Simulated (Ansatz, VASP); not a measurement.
ZrC in VASP and in Ansatz

```
Zr C
1.0
     0.00000    2.36500    2.36500
     2.36500    0.00000    2.36500
     2.36500    2.36500    0.00000
Zr C
1 1
Direct
  0.50000 0.50000 0.50000
  0.00000 0.00000 0.00000
```

Change from the starting cell: volume scaled by 1, PAW files.

Alike in both runs: task electric field gradients; functional r2SCAN; k mesh 13 × 13 × 13; occupations fermi-dirac, width 0.05 eV; no spin polarisation.

|  | VASP | Ansatz |
| --- | --- | --- |
| version | VASP 6.6.1 | Ansatz 0.2.0 |
| potentials or method | VASP PAW PBE potentials, release 64 (Zr_sv, C) | PAW with Ansatz's default frozen-core files, scalar-relativistic |
| plane-wave cutoff (eV) | 520 | 500 |
| valence electrons in the cell | 16 | 16 |

```csv
,VASP,Ansatz,Ansatz less VASP
pressure (GPa),-2.4,-2.6,-0.22
```

VASP's potentials were made for PBE, not for r2SCAN.
